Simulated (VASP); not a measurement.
# BAs (F-43m) in VASP: single point with LDA

Aim: the single point of BAs with LDA.

Everything below comes from runs of VASP 6.6.1. Logs are shortened: lines on timing, memory, paths and dates and some standing lists are left out, and cuts for length are marked.

**1. The cell of the first run**

The structure is cubic, space group F-43m (No. 216). Conventional cell: a = 4.732 Å, b = 4.732 Å, c = 4.732 Å, α = 90.00°, β = 90.00°, γ = 90.00°. B (site symmetry -43m) has 4 As at 2.05 Å within 2.7 Å. Within 2.7 Å of As (site symmetry -43m) lie 4 B at 2.05 Å.

**2. Single point, LDA**

The input, INCAR:

```
PREC = Accurate
ENCUT = 560
EDIFF = 1E-6
ISMEAR = 0
SIGMA = 0.01
LREAL = F
LASPH = T
NELM = 120
ALGO = Normal
ISIF = 2
LWAVE = F
LCHARG = F
GGA = CA
NBANDS = 16
GGA_COMPAT = F
```

The input, KPOINTS:

```
Automatic mesh
0
Gamma
  8 8 8
```

The input, POSCAR:

```
BAs
1.0
    0.0000000000      2.3659412694      2.3659412694
    2.3659412694      0.0000000000      2.3659412694
    2.3659412694      2.3659412694      0.0000000000
B As
1 1
Direct
    0.0000000000      0.0000000000      0.0000000000
    0.2500000000      0.2500000000      0.2500000000
```

Potentials or basis: VASP PAW LDA potentials, release 64 (B, As_d).

Run with:

```
> cat potpaw_LDA.64/B/POTCAR potpaw_LDA.64/As_d/POTCAR > POTCAR
> mpirun -np 1 vasp_std > vasp.out
```

OUTCAR:

```text
PREC = Accurate
   ENCUT = 560
   EDIFF = 1E-6
   ISMEAR = 0
   LREAL = F
   LASPH = T
   NELM = 120
   ISIF = 2
   GGA = CA

 ion  position               nearest neighbor table
   1  0.000  0.000  0.000-   2 2.05   2 2.05   2 2.05   2 2.05
   2  0.250  0.250  0.250-   1 2.05   1 2.05   1 2.05   1 2.05

  LATTYP: Found a face centered cubic cell.
 ALAT       =     4.7318825388

  Lattice vectors:

 A1 = (   0.0000000000,   2.3659412694,   2.3659412694)
 A2 = (   2.3659412694,   0.0000000000,   2.3659412694)
 A3 = (   2.3659412694,   2.3659412694,   0.0000000000)

Analysis of symmetry for initial positions (statically):
=====================================================================
 Subroutine PRICEL returns:
 Original cell was already a primitive cell.

 Routine SETGRP: Setting up the symmetry group for a
 face centered cubic supercell.

 Subroutine GETGRP returns: Found 24 space group operations
 (whereof 24 operations were pure point group operations)
 out of a pool of 48 trial point group operations.

The static configuration has the point symmetry T_d .

Analysis of symmetry for dynamics (positions and initial velocities):
=====================================================================
 Subroutine PRICEL returns:
 Original cell was already a primitive cell.

 Routine SETGRP: Setting up the symmetry group for a
 face centered cubic supercell.

 Subroutine GETGRP returns: Found 24 space group operations
 (whereof 24 operations were pure point group operations)
 out of a pool of 48 trial point group operations.

The dynamic configuration has the point symmetry T_d .

 Subroutine INISYM returns: Found 24 space group operations
 (whereof 24 operations are pure point group operations),
 and found     1 'primitive' translations

----------------------------------------------------------------------------------------

                                     Primitive cell

  volume of cell :      26.4876

  direct lattice vectors                    reciprocal lattice vectors
     0.000000000  2.365941269  2.365941269    -0.211332380  0.211332380  0.211332380
     2.365941269  0.000000000  2.365941269     0.211332380 -0.211332380  0.211332380
     2.365941269  2.365941269  0.000000000     0.211332380  0.211332380 -0.211332380

  length of vectors
     3.345946231  3.345946231  3.345946231     0.366038420  0.366038420  0.366038420

  position of ions in fractional coordinates (direct lattice)
     0.000000000  0.000000000  0.000000000
     0.250000000  0.250000000  0.250000000

  ion indices of the primitive-cell ions
   primitive index   ion index
                 1           1
                 2           2

----------------------------------------------------------------------------------------

 KPOINTS: Automatic mesh

Automatic generation of k-mesh.
 Grid dimensions read from file:
 generate k-points for:    8    8    8

 Generating k-lattice:

  Cartesian coordinates                     Fractional coordinates (reciprocal lattice)
    -0.026416548  0.026416548  0.026416548     0.125000000  0.000000000  0.000000000
     0.026416548 -0.026416548  0.026416548     0.000000000  0.125000000  0.000000000
     0.026416548  0.026416548 -0.026416548     0.000000000  0.000000000  0.125000000

  Length of vectors
     0.045754802  0.045754802  0.045754802

  Shift w.r.t. Gamma in fractional coordinates (k-lattice)
     0.000000000  0.000000000  0.000000000

 Subroutine IBZKPT returns following result:
 ===========================================

 Found     29 irreducible k-points:

 Following reciprocal coordinates:
            Coordinates               Weight
  0.000000  0.000000  0.000000      1.000000
  0.125000  0.000000  0.000000      8.000000
  0.250000  0.000000  0.000000      8.000000
  0.375000  0.000000  0.000000      8.000000
  0.500000  0.000000  0.000000      4.000000
  0.125000  0.125000  0.000000      6.000000
[... 16 lines left out ...]
  0.500000  0.250000  0.125000     48.000000
 -0.375000  0.250000  0.125000     24.000000
 [... further k-points ...]
   k-points           NKPTS =     29   k-points in BZ     NKDIM =     29   number of bands    NBANDS=     16
   number of dos      NEDOS =    301   number of ions     NIONS =      2
   total plane-waves  NPLWV =  21952
   dimension x,y,z NGX =    28 NGY =   28 NGZ =   28
   dimension x,y,z NGXF=    56 NGYF=   56 NGZF=   56
   ions per type =               1   1
   NGX,Y,Z   is equivalent  to a cutoff of  13.91, 13.91, 13.91 a.u.
   NGXF,Y,Z  is equivalent  to a cutoff of  27.82, 27.82, 27.82 a.u.
 SYSTEM =  unknown system
   PREC   = accura    normal or accurate (medium, high low for compatibility)
   ISTART =      0    job   : 0-new  1-cont  2-samecut
   ICHARG =      2    charge: 1-file 2-atom 10-const
   ISPIN  =      1    spin polarized calculation?
   LNONCOLLINEAR =      F non collinear calculations
   LSORBIT =      F    spin-orbit coupling
   LASPH  =      T    aspherical Exc in radial PAW
   ENCUT  =  560.0 eV  41.16 Ry    6.42 a.u.   6.46  6.46  6.46*2*pi/ulx,y,z
   NELM   =    120;   NELMIN=  2; NELMDL= -5     # of ELM steps
   EDIFF  = 0.1E-05   stopping-criterion for ELM
   LREAL  =      F    real-space projection
   EDIFFG = 0.1E-04   stopping-criterion for IOM
   NSW    =      0    number of steps for IOM
   IBRION =     -1    ionic relax: 0-MD 1-quasi-New 2-CG
   NFREE  =      0    steps in history (QN), initial steepest desc. (CG)
   ISIF   =      2    stress and relaxation
   ISYM   =      2    0-nonsym 1-usesym 2-fastsym
   POTIM  = 0.5000    time-step for ionic-motion
   TEBEG  =    0.0;   TEEND  =   0.0 temperature during run
   PSTRESS=    0.0 pullay stress
   NELECT =      18.0000    total number of electrons
   NUPDOWN=      -1.0000    fix difference up-down
   EMIN   =  10.00;   EMAX   =-10.00  energy-range for DOS
   EFERMI =   0.00;   METHOD = LEGACY
   ISMEAR =     0;   SIGMA  =   0.01  broadening in eV -4-tet -1-fermi 0-gaus
   EFERMI_NEDOS =   21; number of points for ismear=-14 and -15
   IALGO  =     38    algorithm
   IMIX   =      4    mixing-type and parameters
     AMIX     =   0.40;   BMIX     =  1.00
     AMIX_MAG =   1.60;   BMIX_MAG =  1.00
  volume/ion in A,a.u.               =      13.24        89.37
  Fermi-wavevector in a.u.,A,eV,Ry     =   1.439301  2.719885 28.185668  2.071588
  Thomas-Fermi vector in A             =   2.558172
   LORBIT       =      0    0 simple, 1 ext, 2 COOP (PROOUT), +10 PAW based schemes
   GGA     = CA    functional components
   LHFCALC =     F    Hartree Fock is set to
   AEXX    =    0.0000 exact exchange contribution
   IVDW    =     0    specifies the selected vdW correction
   LEPSILON=     F    determine dielectric tensor
   LRPA    =     F    only Hartree local field effects (RPA)
 non-spin polarized calculation
 Gauss-broadening in eV      SIGMA  =   0.01
  energy-cutoff  :      560.00
  volume of cell :       26.49
 maximum number of plane-waves:       821
 NGX is ok and might be reduce to    28
   NGX = 13   NGY = 13   NGZ = 13

 number of electron      18.0000004 magnetization

 Free energy of the ion-electron system (eV)
  ---------------------------------------------------
  ext. energy  EPLUGINS =         0.00000000
  ---------------------------------------------------
  free energy    TOTEN  =       -12.94017960 eV

  energy without entropy =      -12.94017960  energy(sigma->0) =      -12.94017960

 E-fermi :   5.2597     XC(G=0): -11.5741

 val. band max:        5.0943435920   @ k =   0.0000   0.0000   0.0000
 cond. band min:       6.2118617410   @ k =   0.3750   0.3750   0.0000
 fundamental gap:      1.1175181490
 Fermi energy:         5.2596604982

 k-point     1 :       0.0000    0.0000    0.0000
  band No.  band energies     occupation
      1     -30.8242      2.00000
      2     -30.8242      2.00000
      3     -30.8242      2.00000
      4     -30.7972      2.00000
      5     -30.7972      2.00000
      6     -10.5438      2.00000
[... 8 lines left out ...]
     15      18.4776      0.00000
     16      18.4776      0.00000

 k-point     2 :       0.1250    0.0000    0.0000
  band No.  band energies     occupation
      1     -30.8237      2.00000
      2     -30.8229      2.00000
      3     -30.8229      2.00000
      4     -30.7971      2.00000
      5     -30.7971      2.00000
      6     -10.2819      2.00000
[... 8 lines left out ...]
     15      16.9313      0.00000
     16      16.9313      0.00000

 k-point     3 :       0.2500    0.0000    0.0000
  band No.  band energies     occupation
      1     -30.8224      2.00000
      2     -30.8202      2.00000
      3     -30.8202      2.00000
      4     -30.7965      2.00000
      5     -30.7965      2.00000
      6      -9.5182      2.00000
[... 8 lines left out ...]
     15      16.5128      0.00000
     16      16.5128      0.00000

 k-point     4 :       0.3750    0.0000    0.0000
  band No.  band energies     occupation
      1     -30.8210      2.00000
      2     -30.8181      2.00000
      3     -30.8181      2.00000
      4     -30.7952      2.00000
      5     -30.7952      2.00000
      6      -8.3788      2.00000
[... 8 lines left out ...]
     15      18.0208      0.00000
     16      18.0208      0.00000
[... 324 lines left out ...]
 k-point    22 :       0.3750    0.2500    0.1250
  band No.  band energies     occupation
      1     -30.8243      2.00000
      2     -30.8166      2.00000
      3     -30.8156      2.00000
      4     -30.7992      2.00000
      5     -30.7941      2.00000
      6      -8.8510      2.00000
[... 8 lines left out ...]
     15      18.5662      0.00000
     16      19.4833      0.00000

 k-point    23 :       0.5000    0.2500    0.1250
  band No.  band energies     occupation
      1     -30.8219      2.00000
      2     -30.8163      2.00000
      3     -30.8128      2.00000
      4     -30.7984      2.00000
      5     -30.7940      2.00000
      6      -7.7532      2.00000
[... 8 lines left out ...]
     15      18.6580      0.00000
     16      20.7836      0.00000

 k-point    24 :      -0.3750    0.2500    0.1250
  band No.  band energies     occupation
      1     -30.8200      2.00000
      2     -30.8170      2.00000
      3     -30.8119      2.00000
      4     -30.7974      2.00000
      5     -30.7944      2.00000
      6      -7.0047      2.00000
[... 8 lines left out ...]
     15      19.5534      0.00000
     16      20.4630      0.00000

 [... further k-points ...]

------------------------ aborting loop because EDIFF is reached ----------------------------------------

  FORCE on cell =-STRESS in cart. coord.  units (eV):
  Direction    XX          YY          ZZ          XY          YZ          ZX
  --------------------------------------------------------------------------------------
  -------------------------------------------------------------------------------------
  Total        0.1755862      0.1755862      0.1755862     -0.0000000      0.0000000      0.0000000
  in kB       10.6208476     10.6208476     10.6208476     -0.0000000      0.0000000      0.0000000
  external PRESSURE =      10.6208476 kB  Pullay stress =       0.0000000 kB

 VOLUME and BASIS-vectors are now :
 -----------------------------------------------------------------------------
  energy-cutoff  :      560.00
  volume of cell :       26.49
      direct lattice vectors                 reciprocal lattice vectors
     0.000000000  2.365941269  2.365941269    -0.211332380  0.211332380  0.211332380
     2.365941269  0.000000000  2.365941269     0.211332380 -0.211332380  0.211332380
     2.365941269  2.365941269  0.000000000     0.211332380  0.211332380 -0.211332380

 POSITION                                       TOTAL-FORCE (eV/Angst)
 -----------------------------------------------------------------------------------
      0.00000      0.00000      0.00000        -0.000000      0.000000     -0.000000
      1.18297      1.18297      1.18297         0.000000     -0.000000      0.000000
 -----------------------------------------------------------------------------------
    total drift:                                0.000001      0.000001      0.000001

  FREE ENERGIE OF THE ION-ELECTRON SYSTEM (eV)
  ---------------------------------------------------
  free  energy   TOTEN  =       -12.9401795987 eV

  energy  without entropy=      -12.9401795987  energy(sigma->0) =      -12.94017960
```

Wall time 10 s (1 thread of Intel Xeon Platinum 8488C (Sapphire Rapids), shared host); peak memory 0.14 GiB.

What came out:

```
Free energy            : -12.9402 eV
Pressure               : 1.1 GPa
Band gap on the k mesh : 1.12 eV (least direct gap 3.29 eV)
```

Levels at points of the mesh, in eV from the valence-band top:
| k point | band 6 | band 7 | band 8 | band 9 | band 10 | band 11 | band 12 | band 13 |
| --- | --- | --- | --- | --- | --- | --- | --- | --- |
| (0.00, 0.00, 0.00) | -15.64 | 0.00 | 0.00 | 0.00 | 3.29 | 3.29 | 3.29 | 5.04 |
| (0.50, 0.00, 0.00) | -12.68 | -8.96 | -1.86 | -1.86 | 2.86 | 4.79 | 4.79 | 8.77 |
| (0.50, 0.50, 0.00) | -11.36 | -8.57 | -4.19 | -4.19 | 1.32 | 1.39 | 11.54 | 11.54 |

A k mesh can miss the band edges. Expect the measured gap to be larger: semilocal functionals such as LDA lack the derivative discontinuity.
